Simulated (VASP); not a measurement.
# Fe3SnSb (P3m1) in VASP: a series of runs

Fe3SnSb is run at these levels: PBE; tasks: single point.

Program: VASP 6.6.1. These are calculated values, not measurements. Logs are shortened: lines on timing, memory, paths and dates and some standing lists are left out, and cuts for length are marked.

## (1) The cell of the first run

The structure is trigonal, space group P3m1 (No. 156). Conventional cell: a = 4.210 Å, b = 4.210 Å, c = 5.400 Å, α = 90.00°, β = 90.00°, γ = 120.00°. Sb (site symmetry 3m) has 8 Fe at 2.58 to 2.99 Å and 3 Sn at 3.11 Å within 3.4 Å. Sn (site symmetry 3m) has 8 Fe at 2.59 to 2.98 Å and 3 Sb at 3.11 Å within 3.4 Å. Fe (site symmetry 3m) has 6 Fe at 2.57 to 2.59 Å and 3 Sn at 2.98 Å and 3 Sb at 2.99 Å within 3.4 Å. Within 3.4 Å of Fe (site symmetry 3m) lie 6 Fe at 2.57 to 2.98 Å and 2 Sb at 2.58 to 2.82 Å and 3 Sn at 2.59 Å. Within 3.4 Å of Fe (site symmetry 3m) lie 3 Sb at 2.58 Å and 6 Fe at 2.59 to 2.98 Å and 2 Sn at 2.61 to 2.79 Å.

## (2) Single point, PBE, collinear spin, ferromagnetic start

INCAR

```
SYSTEM = Fe3SnSb
PREC = Accurate
ENCUT = 520
EDIFF = 1E-6
ISMEAR = 1
SIGMA = 0.05
LREAL = .FALSE.
LASPH = .TRUE.
NELM = 150
ALGO = Normal
ISIF = 2
LWAVE = .FALSE.
LCHARG = .TRUE.
ISPIN = 2
MAGMOM = 0 0 3 3 3
LORBIT = 11
LMAXMIX = 4
GGA = PE
LELF = .TRUE.
LVHAR = .TRUE.
NBANDS = 34
```

KPOINTS

```
regular mesh
0
G
  8 8 6
  0 0 0
```

POSCAR

```
Fe3SnSb
1.0
    4.2103062160      0.0000000000      0.0000000000
   -2.1051531080      3.6462321408      0.0000000000
    0.0000000000      0.0000000000      5.3996451298
Sb Sn Fe
1 1 3
Direct
    0.3333333333      0.6666666667      0.8204750000
    0.0000000000      0.0000000000      0.1786800000
    0.6666666667      0.3333333333      0.4975580000
    0.3333333333      0.6666666667      0.3418710000
    0.0000000000      0.0000000000      0.6614150000
```

Potentials or basis: VASP PAW PBE potentials, release 64 (Sb, Sn_d, Fe).

The run is started by

```console
$ cat potpaw_PBE.64/Sb/POTCAR potpaw_PBE.64/Sn_d/POTCAR potpaw_PBE.64/Fe/POTCAR > POTCAR
$ mpirun -np 1 vasp_std > vasp.out
```

OUTCAR:

```text
SYSTEM = Fe3SnSb
   PREC = Accurate
   ENCUT = 520
   EDIFF = 1E-6
   ISMEAR = 1
   LREAL = .FALSE.
   LASPH = .TRUE.
   NELM = 150
   ISIF = 2
   ISPIN = 2
   LORBIT = 11
   GGA = PE

 ion  position               nearest neighbor table
   1  0.333  0.667  0.820-   5 2.58   5 2.58   5 2.58   4 2.58   4 2.82   3 2.99   3 2.99   3 2.99
                             2 3.11   2 3.11   2 3.11
   2  0.000  0.000  0.179-   4 2.59   4 2.59   4 2.59   5 2.61   5 2.79   3 2.98   3 2.98   3 2.98
                             1 3.11   1 3.11   1 3.11
   3  0.667  0.333  0.498-   4 2.57   4 2.57   4 2.57   5 2.59   5 2.59   5 2.59   2 2.98   2 2.98
                             2 2.98   1 2.99   1 2.99   1 2.99
   4  0.333  0.667  0.342-   3 2.57   3 2.57   3 2.57   1 2.58   2 2.59   2 2.59   2 2.59   1 2.82
                             5 2.98   5 2.98   5 2.98
   5  0.000  0.000  0.661-   1 2.58   1 2.58   1 2.58   3 2.59   3 2.59   3 2.59   2 2.61   2 2.79
                             4 2.98   4 2.98   4 2.98

  LATTYP: Found a hexagonal cell.
 ALAT       =     4.2103062160
 C/A-ratio  =     1.2824827584

  Lattice vectors:

 A1 = (   4.2103062160,   0.0000000000,   0.0000000000)
 A2 = (  -2.1051531080,   3.6462321408,   0.0000000000)
 A3 = (   0.0000000000,   0.0000000000,   5.3996451298)

Analysis of symmetry for initial positions (statically):
=====================================================================
 Subroutine PRICEL returns:
 Original cell was already a primitive cell.

 Routine SETGRP: Setting up the symmetry group for a
 hexagonal supercell.

 Subroutine GETGRP returns: Found  6 space group operations
 (whereof  6 operations were pure point group operations)
 out of a pool of 24 trial point group operations.

The static configuration has the point symmetry C_3v.

Analysis of symmetry for dynamics (positions and initial velocities):
=====================================================================
 Subroutine PRICEL returns:
 Original cell was already a primitive cell.

 Routine SETGRP: Setting up the symmetry group for a
 hexagonal supercell.

 Subroutine GETGRP returns: Found  6 space group operations
 (whereof  6 operations were pure point group operations)
 out of a pool of 24 trial point group operations.

The dynamic configuration has the point symmetry C_3v.

Analysis of structural, dynamic, and magnetic symmetry:
=====================================================================
 Subroutine PRICEL returns:
 Original cell was already a primitive cell.

 Routine SETGRP: Setting up the symmetry group for a
 hexagonal supercell.

 Subroutine GETGRP returns: Found  6 space group operations
 (whereof  6 operations were pure point group operations)
[... 144 lines left out ...]
 NGX is ok and might be reduce to    32
   NGX = 15   NGY = 15   NGZ = 21

 number of electron      43.0000007 magnetization       5.7513950

 Free energy of the ion-electron system (eV)
  ---------------------------------------------------
  ext. energy  EPLUGINS =         0.00000000
  ---------------------------------------------------
  free energy    TOTEN  =       -31.96220889 eV

  energy without entropy =      -31.96234229  energy(sigma->0) =      -31.96225336

 E-fermi :   8.0598     XC(G=0): -11.6516

 val. band max:        8.0529197389   @ k =   0.2500   0.2500   0.3333
 cond. band min:       8.0645534420   @ k =  -0.1250   0.5000   0.3333
 fundamental gap:      0.0116337031
 Fermi energy:         8.0598256528

 spin component 1

 k-point     1 :       0.0000    0.0000    0.0000
  band No.  band energies     occupation
      1     -13.2708      1.00000
      2     -13.2659      1.00000
      3     -13.2659      1.00000
      4     -13.2369      1.00000
      5     -13.2369      1.00000
      6      -3.9518      1.00000
[... 853 lines left out ...]
     32      15.8344      0.00000
     33      16.2668      0.00000

 [... further k-points ...]

 spin component 2

 k-point     1 :       0.0000    0.0000    0.0000
  band No.  band energies     occupation
      1     -13.2857      1.00000
      2     -13.2821      1.00000
      3     -13.2821      1.00000
      4     -13.2578      1.00000
      5     -13.2578      1.00000
      6      -3.9628      1.00000
[... 853 lines left out ...]
     32      16.1039      0.00000
     33      16.6430      0.00000

 [... further k-points ...]

 [bands above 33 left out]

------------------------ aborting loop because EDIFF is reached ----------------------------------------

  FORCE on cell =-STRESS in cart. coord.  units (eV):
  Direction    XX          YY          ZZ          XY          YZ          ZX
  --------------------------------------------------------------------------------------
  -------------------------------------------------------------------------------------
  Total        0.0944760      0.0944760      0.2326104      0.0000000      0.0000000      0.0000000
  in kB        1.8260348      1.8260348      4.4958984      0.0000000      0.0000000      0.0000000
  external PRESSURE =       2.7159893 kB  Pullay stress =       0.0000000 kB

 VOLUME and BASIS-vectors are now :
 -----------------------------------------------------------------------------
  energy-cutoff  :      520.00
  volume of cell :       82.89
      direct lattice vectors                 reciprocal lattice vectors
     4.210306216  0.000000000  0.000000000     0.237512416  0.137127857  0.000000000
    -2.105153108  3.646232141  0.000000000     0.000000000  0.274255714  0.000000000
     0.000000000  0.000000000  5.399645130     0.000000000  0.000000000  0.185197356

 POSITION                                       TOTAL-FORCE (eV/Angst)
 -----------------------------------------------------------------------------------
     -0.00000      2.43082      4.43027         0.000000      0.000000      0.026243
      0.00000      0.00000      0.96481        -0.000000      0.000000     -0.022512
      2.10515      1.21541      2.68664         0.000000      0.000000      0.006317
     -0.00000      2.43082      1.84598         0.000000      0.000000     -0.032539
      0.00000      0.00000      3.57141        -0.000000      0.000000      0.022491
 -----------------------------------------------------------------------------------
    total drift:                               -0.000000      0.000000     -0.000269

  FREE ENERGIE OF THE ION-ELECTRON SYSTEM (eV)
  ---------------------------------------------------
  free  energy   TOTEN  =       -31.9622088908 eV

  energy  without entropy=      -31.9623422920  energy(sigma->0) =      -31.96225336

 total charge

# of ion       s       p       d       tot
------------------------------------------
    1        1.104   1.268   0.092   2.464
    2        1.126   1.249  10.060  12.436
    3        0.403   0.399   6.181   6.984
    4        0.408   0.450   6.410   7.267
    5        0.400   0.459   6.423   7.282
--------------------------------------------------
tot          3.441   3.825  29.167  36.433

 magnetization (x)

# of ion       s       p       d       tot
------------------------------------------
    1        0.007  -0.047  -0.007  -0.047
    2       -0.003  -0.088  -0.002  -0.093
    3        0.007  -0.008   2.663   2.662
    4        0.004   0.001   1.736   1.740
    5        0.004  -0.003   1.542   1.543
--------------------------------------------------
tot          0.018  -0.145   5.932   5.805
```

OSZICAR:

```text
N       E                     dE             d eps       ncg     rms          rms(c)
DAV:   1     0.371268655633E+03    0.37127E+03   -0.18081E+04  6808   0.164E+03
DAV:   2     0.895332127881E+01   -0.36232E+03   -0.34379E+03  6800   0.414E+02
DAV:   3    -0.324767230175E+02   -0.41430E+02   -0.39421E+02  7502   0.143E+02
DAV:   4    -0.340220165141E+02   -0.15453E+01   -0.15360E+01  8172   0.295E+01
DAV:   5    -0.340665497111E+02   -0.44533E-01   -0.44517E-01  8704   0.465E+00    0.178E+01
DAV:   6    -0.359418233666E+02   -0.18753E+01   -0.30512E+01  8198   0.709E+01    0.254E+01
DAV:   7    -0.349242729997E+02    0.10176E+01   -0.32566E+01  8132   0.785E+01    0.250E+01
DAV:   8    -0.319254364687E+02    0.29988E+01   -0.79406E+00  8652   0.472E+01    0.566E+00
DAV:   9    -0.320311780016E+02   -0.10574E+00   -0.14773E+00  9278   0.126E+01    0.414E+00
DAV:  10    -0.321729143789E+02   -0.14174E+00   -0.14209E+00  9030   0.144E+01    0.658E+00
DAV:  11    -0.319633581515E+02    0.20956E+00   -0.44675E-01  9078   0.111E+01    0.124E+00
DAV:  12    -0.319617191226E+02    0.16390E-02   -0.63366E-02 10110   0.225E+00    0.729E-01
DAV:  13    -0.319619952475E+02   -0.27612E-03   -0.82899E-03  7700   0.128E+00    0.297E-01
DAV:  14    -0.319621614605E+02   -0.16621E-03   -0.11627E-03  8652   0.373E-01    0.104E-01
DAV:  15    -0.319622048987E+02   -0.43438E-04   -0.26904E-04  8410   0.179E-01    0.764E-02
DAV:  16    -0.319622128748E+02   -0.79761E-05   -0.39064E-05  8226   0.659E-02    0.317E-02
DAV:  17    -0.319622088240E+02    0.40508E-05   -0.17812E-05  9446   0.456E-02    0.807E-03
DAV:  18    -0.319622088908E+02   -0.66826E-07   -0.31108E-06  6528   0.175E-02
   1 F= -.31962209E+02 E0= -.31962253E+02  d E =0.133401E-03  mag=     5.7507
```

It took 6 min on 1 thread of Intel Xeon Platinum 8375C at 2.90GHz (Ice Lake), shared host; peak memory 0.38 GiB.

What came out:

```yaml
Free_energy: -31.9622 eV
Pressure: 0.3 GPa
Largest_force: 0.033 eV/Å
Net_moment: 5.75 μB per cell
Site_moments: Sb -0.05; Sn -0.09; Fe +2.66, +1.74, +1.54 μB
Valence_electrons_inside_the_program's_atomic_spheres: Sb 2.46; Sn 12.44; Fe 6.98, 7.27, 7.28
```

Forces on the atoms (eV/Å):
```
Sb   0.000  0.000  0.026
Sn   0.000  0.000 -0.023
Fe   0.000  0.000  0.006
Fe   0.000  0.000 -0.033
Fe   0.000  0.000  0.022
```

Levels at points of the mesh, in eV from the Fermi level:
Spin up:
| k point | band 21 | band 22 | band 23 | band 24 | band 25 | band 26 | band 27 | band 28 | band 29 | band 30 |
| --- | --- | --- | --- | --- | --- | --- | --- | --- | --- | --- |
| (0.00, 0.00, 0.00) | -1.44 | -1.37 | -1.05 | 1.44 | 1.44 | 1.44 | 3.42 | 3.42 | 4.34 | 5.12 |
| (0.50, 0.00, 0.00) | -1.44 | -1.26 | -1.13 | -0.91 | -0.90 | 0.31 | 0.72 | 3.35 | 3.69 | 5.54 |
| (0.00, 0.00, 0.50) | -1.25 | -1.25 | 0.08 | 1.56 | 1.56 | 2.72 | 3.42 | 3.42 | 3.71 | 4.28 |
| (0.50, 0.00, 0.50) | -1.39 | -1.08 | -0.96 | -0.72 | -0.47 | 1.18 | 1.19 | 3.62 | 4.91 | 5.22 |
Spin down:
| k point | band 14 | band 15 | band 16 | band 17 | band 18 | band 19 | band 20 | band 21 | band 22 | band 23 |
| --- | --- | --- | --- | --- | --- | --- | --- | --- | --- | --- |
| (0.00, 0.00, 0.00) | -1.50 | -0.63 | -0.63 | -0.45 | -0.20 | 0.33 | 0.33 | 0.72 | 1.23 | 1.23 |
| (0.50, 0.00, 0.00) | -1.65 | -1.16 | -1.06 | -0.58 | -0.41 | -0.14 | -0.05 | 0.43 | 0.87 | 0.95 |
| (0.00, 0.00, 0.50) | -1.37 | -1.34 | -0.25 | 0.05 | 0.05 | 0.24 | 0.24 | 0.74 | 1.24 | 1.24 |
| (0.50, 0.00, 0.50) | -1.36 | -1.33 | -1.18 | -0.70 | -0.34 | 0.17 | 0.48 | 0.70 | 0.77 | 1.02 |

Caveat: spin-orbit coupling is left out, which moves the levels of the heavy elements; only a ferromagnetic start was run, and an antiferromagnetic order may lie lower in energy.

## (3) Single point, PBE, collinear spin, ferromagnetic start

This run uses another cell than the first one, of 15.58 Å³/atom.

INCAR

```
SYSTEM = Fe3SnSb
PREC = Accurate ; ENCUT = 520
EDIFF = 1E-6 ; ISMEAR = -1
SIGMA = 0.05 ; LREAL = .FALSE.
LASPH = .TRUE. ; NELM = 150
ALGO = Normal ; ISIF = 2
LWAVE = .FALSE. ; LCHARG = .TRUE.
ISPIN = 2 ; MAGMOM = 0 0 3 3 3
LORBIT = 11 ; LMAXMIX = 4
GGA = PE ; LELF = .TRUE.
LVHAR = .TRUE. ; NBANDS = 34
```

KPOINTS

```
regular mesh
0
G
  7 7 5
  0 0 0
```

POSCAR, as its differences from that of step 2:

```diff
@@ -2,5 +2,5 @@
 1.0
-    4.2103062160      0.0000000000      0.0000000000
-   -2.1051531080      3.6462321408      0.0000000000
-    0.0000000000      0.0000000000      5.3996451298
+    4.1243574826      0.0000000000      0.0000000000
+   -2.0621787413      3.5717983543      0.0000000000
+    0.0000000000      0.0000000000      5.2894173611
 Sb Sn Fe
```

Potentials or basis: VASP PAW PBE potentials, release 64 (Sb, Sn_d, Fe).

The run is started by

```console
$ cat potpaw_PBE.64/Sb/POTCAR potpaw_PBE.64/Sn_d/POTCAR potpaw_PBE.64/Fe/POTCAR > POTCAR
$ mpirun -np 1 vasp_std > vasp.out
```

Wall time 3.9 min (1 thread of Oxide Virtual Turin-like, shared host); peak memory 0.28 GiB.

Results (log left out):

```yaml
Free_energy: -31.8482 eV
Pressure: 7.6 GPa
Largest_force: 0.341 eV/Å
Net_moment: 5.06 μB per cell
Site_moments: Sb -0.04; Sn -0.08; Fe +2.60, +1.47, +1.15 μB
Valence_electrons_inside_the_program's_atomic_spheres: Sb 2.51; Sn 12.52; Fe 7.08, 7.41, 7.42
```

Forces in eV/Å, atoms in the order of the input:
```
Sb   0.000  0.000  0.341
Sn   0.000  0.000 -0.325
Fe   0.000  0.000 -0.043
Fe   0.000  0.000 -0.026
Fe   0.000  0.000  0.053
```

Stress tensor (GPa, compression positive):
```
7.88 0.00 0.00
0.00 7.88 0.00
0.00 0.00 7.13
```

Levels at points of the mesh, in eV from the Fermi level:
Spin up:
```tsv
k point	band 21	band 22	band 23	band 24	band 25	band 26	band 27	band 28
(0.00, 0.00, 0.00)	-1.26	-1.20	-0.80	1.73	1.73	1.87	3.71	3.71
```
Spin down:
```csv
k point,band 17,band 18,band 19,band 20,band 21,band 22
"(0.00, 0.00, 0.00)",-0.59,-0.29,0.21,0.21,0.68,1.19
```

Caveat: the cell stands under pressure; spin-orbit coupling is left out, which moves the levels of the heavy elements; only a ferromagnetic start was run, and an antiferromagnetic order may lie lower in energy.
